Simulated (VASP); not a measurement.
# GaAs (F-43m) in VASP: vibrations by perturbation theory with LDA

Aim: the vibrations by perturbation theory of GaAs with LDA.

Program: VASP 6.6.1. These are calculated values, not measurements. Logs are shortened: lines on timing, memory, paths and dates and some standing lists are left out, and cuts for length are marked.

## Step 1: The cell of the first run

The structure is cubic, space group F-43m (No. 216). The conventional cell has a = 5.603 Å, b = 5.603 Å, c = 5.603 Å, α = 90.00°, β = 90.00°, γ = 90.00°. Ga (site symmetry -43m) has 4 As at 2.43 Å within 3.2 Å. Within 3.2 Å of As (site symmetry -43m) lie 4 Ga at 2.43 Å.

## Step 2: Vibrations by perturbation theory, LDA

The input, INCAR:

```
SYSTEM = GaAs
  PREC = Accurate
  ENCUT = 520
  EDIFF = 1E-8
  ISMEAR = 0
  SIGMA = 0.01
  LREAL = .False.
  LASPH = .True.
  NELM = 80
  ALGO = Normal
  ISIF = 2
  LWAVE = .False.
  LCHARG = .False.
  GGA = CA
  NBANDS = 16
  IBRION = 8
  NSW = 1
  LEPSILON = .True.
```

The input, KPOINTS:

```
regular mesh
0
Gamma
  8 8 8
  0 0 0
```

The input, POSCAR:

```
GaAs
1.0
    0.0000000000      2.8016907855      2.8016907855
    2.8016907855      0.0000000000      2.8016907855
    2.8016907855      2.8016907855      0.0000000000
Ga As
1 1
Direct
    0.0000000000      0.0000000000      0.0000000000
    0.7500000000      0.7500000000      0.7500000000
```

Potentials or basis: VASP PAW LDA potentials, release 64 (Ga_d, As).

The run is started by

```console
$ cat potpaw_LDA.64/Ga_d/POTCAR potpaw_LDA.64/As/POTCAR > POTCAR
$ mpirun -np 1 vasp_std > vasp.out
```

OUTCAR:

```text
SYSTEM = GaAs
   PREC = Accurate
   ENCUT = 520
   EDIFF = 1E-8
   ISMEAR = 0
   LREAL = .False.
   LASPH = .True.
   NELM = 80
   ISIF = 2
   GGA = CA
   IBRION = 8
   NSW = 1
   LEPSILON = .True.

 ion  position               nearest neighbor table
   1  0.000  0.000  0.000-   2 2.43   2 2.43   2 2.43   2 2.43
   2  0.750  0.750  0.750-   1 2.43   1 2.43   1 2.43   1 2.43

  LATTYP: Found a face centered cubic cell.
 ALAT       =     5.6033815710

  Lattice vectors:

 A1 = (   0.0000000000,   2.8016907855,   2.8016907855)
 A2 = (   2.8016907855,   0.0000000000,   2.8016907855)
 A3 = (   2.8016907855,   2.8016907855,   0.0000000000)

Analysis of symmetry for initial positions (statically):
=====================================================================
 Subroutine PRICEL returns:
 Original cell was already a primitive cell.

 Routine SETGRP: Setting up the symmetry group for a
 face centered cubic supercell.

 Subroutine GETGRP returns: Found 24 space group operations
 (whereof 24 operations were pure point group operations)
 out of a pool of 48 trial point group operations.

The static configuration has the point symmetry T_d .

Analysis of symmetry for dynamics (positions and initial velocities):
=====================================================================
 Subroutine PRICEL returns:
 Original cell was already a primitive cell.

 Routine SETGRP: Setting up the symmetry group for a
 face centered cubic supercell.

 Subroutine GETGRP returns: Found 24 space group operations
 (whereof 24 operations were pure point group operations)
 out of a pool of 48 trial point group operations.

The dynamic configuration has the point symmetry T_d .

 Subroutine INISYM returns: Found 24 space group operations
 (whereof 24 operations are pure point group operations),
 and found     1 'primitive' translations

[... 689 lines left out ...]
     0.00000  7.40383  0.00771

 MACROSCOPIC STATIC DIELECTRIC TENSOR (including local field effects in DFT)
 ------------------------------------------------------
          28.697572     0.000000     0.000000
           0.000000    28.697572     0.000000
          -0.000000     0.000000    28.697572
 ------------------------------------------------------

 PIEZOELECTRIC TENSOR (including local field effects)  for field in x, y, z        (e  Angst)
          XX          YY          ZZ          XY          YZ          ZX
  --------------------------------------------------------------------------------
  x     0.00000    -0.00000     0.00000     0.00000     2.68208     0.00000
  y     0.00000     0.00000    -0.00000     0.00000     0.00000     2.68208
  z     0.00000     0.00000     0.00000     2.68208     0.00000     0.00000

 PIEZOELECTRIC TENSOR (including local field effects)  for field in x, y, z        (C/m^2)
          XX          YY          ZZ          XY          YZ          ZX
  --------------------------------------------------------------------------------
  x     0.00000    -0.00000     0.00000     0.00000     0.97699     0.00000
  y     0.00000     0.00000    -0.00000     0.00000     0.00000     0.97699
  z     0.00000     0.00000     0.00000     0.97699     0.00000     0.00000

 BORN EFFECTIVE CHARGES (including local field effects) (in |e|, cummulative output)
 ---------------------------------------------------------------------------------
 ion    1
    1     2.22003    -0.00000    -0.00000
    2    -0.00000     2.22003     0.00000
    3     0.00000    -0.00000     2.22003
 ion    2
    1    -2.22003     0.00000     0.00000
    2     0.00000    -2.22003     0.00000
    3    -0.00000     0.00000    -2.22003

 INTERNAL STRAIN TENSOR FOR ION    2 for displacements in x,y,z  (eV/Angst):
          X           Y           Z          XY          YZ          ZX
  --------------------------------------------------------------------------------
  x     0.00000     0.00000     0.00000     0.00000     7.40383     0.00000
  y     0.00000     0.00000     0.00000     0.00000     0.00000     7.40383
  z     0.00000     0.00000     0.00000     7.40383     0.00000     0.00000

 SECOND DERIVATIVES (NOT SYMMETRIZED)
 ------------------------------------
               1X          1Y          1Z          2X          2Y          2Z
  1X    -9.787956    0.000000    0.000000    9.787956    0.000000    0.000000
  1Y     0.000000   -9.787956    0.000000    0.000000    9.787956    0.000000
  1Z     0.000000    0.000000   -9.787956    0.000000    0.000000    9.787956
  2X     9.731418    0.000000    0.000000   -9.731418    0.000000    0.000000
  2Y     0.000000    9.731418    0.000000    0.000000   -9.731418    0.000000
  2Z     0.000000    0.000000    9.731418    0.000000    0.000000   -9.731418

 Eigenvectors and eigenvalues of the dynamical matrix
 ----------------------------------------------------

   1 f  =    8.127383 THz    51.065855 2PiTHz  271.100322 cm-1    33.612141 meV
             X         Y         Z           dx          dy          dz
      0.000000  0.000000  0.000000     0.000000    0.720706    0.000000
      4.202536  4.202536  4.202536     0.000000   -0.693240    0.000000
[... 21 lines left out ...]
   6 f/i=    0.011762 THz     0.073901 2PiTHz    0.392329 cm-1     0.048643 meV
             X         Y         Z           dx          dy          dz
      0.000000  0.000000  0.000000     0.000000    0.000000   -0.693240
      4.202536  4.202536  4.202536     0.000000    0.000000   -0.720706

--------------------------------------------------------------------------------------------------------

 MACROSCOPIC STATIC DIELECTRIC TENSOR IONIC CONTRIBUTION
 ------------------------------------------------------
           2.077568    -0.000000    -0.000000
          -0.000000     2.077568    -0.000000
          -0.000000    -0.000000     2.077568
 ------------------------------------------------------

 ELASTIC MODULI CONTR FROM IONIC RELAXATION (kBar)
 Direction    XX          YY          ZZ          XY          YZ          ZX
 --------------------------------------------------------------------------------
 XX           0.0000      0.0000      0.0000      0.0000      0.0000      0.0000
 YY           0.0000      0.0000      0.0000      0.0000      0.0000      0.0000
 ZZ           0.0000      0.0000      0.0000      0.0000      0.0000      0.0000
 XY           0.0000      0.0000      0.0000   -202.7511      0.0000      0.0000
 YZ           0.0000      0.0000      0.0000      0.0000   -202.7511      0.0000
 ZX           0.0000      0.0000      0.0000      0.0000      0.0000   -202.7511
 --------------------------------------------------------------------------------

 PIEZOELECTRIC TENSOR IONIC CONTR  for field in x, y, z        (C/m^2)
          XX          YY          ZZ          XY          YZ          ZX
  --------------------------------------------------------------------------------
  x     0.00000     0.00000     0.00000     0.00000    -0.61071     0.00000
  y     0.00000     0.00000     0.00000     0.00000     0.00000    -0.61071
  z     0.00000     0.00000     0.00000    -0.61071    -0.00000     0.00000
```

OSZICAR:

```text
N       E                     dE             d eps       ncg     rms          rms(c)
DAV:   1     0.843073259621E+02    0.84307E+02   -0.88747E+03   960   0.155E+03
DAV:   2    -0.315752014427E+01   -0.87465E+02   -0.83478E+02  1072   0.313E+02
DAV:   3    -0.977142639548E+01   -0.66139E+01   -0.65935E+01  1088   0.676E+01
DAV:   4    -0.987178876787E+01   -0.10036E+00   -0.10035E+00  1160   0.920E+00
[... 190 lines left out ...]
RMM:   7    -0.445518226520E-01    0.42509E-06    0.81771E-08  6247   0.167E-03    0.276E-04
RMM:   8    -0.445508450483E-01    0.97760E-06    0.33291E-08  6162   0.635E-04    0.420E-05
RMM:   9    -0.445507794345E-01    0.65614E-07   -0.23745E-08  6454   0.227E-04    0.128E-05
RMM:  10    -0.445507097338E-01    0.69701E-07   -0.39052E-10  6202   0.859E-05    0.486E-06
RMM:  11    -0.445507020530E-01    0.76808E-08    0.50100E-09  6180   0.320E-05    0.143E-06
 Linear response finished
```

stdout:

```text
POSCAR found type information on POSCAR GaAs
 POSCAR found :  2 types and       2 ions
 scaLAPACK will be used
 LDA part: xc-table for (Slater(with rela. corr.)+CA(PZ))
 , standard interpolation
 POSCAR, INCAR and KPOINTS ok, starting setup
 FFT: planning ... GRIDC
 FFT: planning ... GRID_SOFT
 FFT: planning ... GRID
 WAVECAR not read
 entering main loop
[... 23 lines left out ...]
  Direction:   3
 dielectric tensor                  component  3 :     4.454     3.091    28.698
 Linear response DOF=           2
 Linear response progress:
 first order change of Fermi-energy   0.11238E-03
 force on displaced ion       1 direction 1 :  -9.788  -0.000  -0.000
 Born effective charge ion    1 direction 1 :   2.035   0.000   0.000
 Linear response progress:
 first order change of Fermi-energy  -0.74247E-05
 force on displaced ion       2 direction 1 :  -9.731  -0.000  -0.000
 Born effective charge ion    2 direction 1 :  -2.394   0.000   0.000
 Born effective charges drift removed
 Linear response finished
```

Run time: 6.6 min. Hardware: 1 thread of Intel Xeon 6975P-C (Granite Rapids), shared host; peak memory 0.3 GiB.

Results:

| Item | Value |
| --- | --- |
| Electronic dielectric tensor (diagonal) | 28.70 |
| Born charges (mean of the diagonal) | Ga +2.22; As -2.22 e |
| Highest phonon frequency at Γ, LO-TO splitting left out | 271 cm⁻¹ |

Phonon frequencies in cm⁻¹ (negative: imaginary):
| q point | frequencies |
| --- | --- |
| (0.000, 0.000, 0.000) | 0 0 0 271 271 271 |

Electronic dielectric tensor:
```
28.70  0.00  0.00
 0.00 28.70  0.00
 0.00  0.00 28.70
```

Born effective charge tensors (e):
atom 1, Ga
```
2.22 0.00 0.00
0.00 2.22 0.00
0.00 0.00 2.22
```
atom 2, As
```
-2.22  0.00  0.00
 0.00 -2.22  0.00
 0.00  0.00 -2.22
```
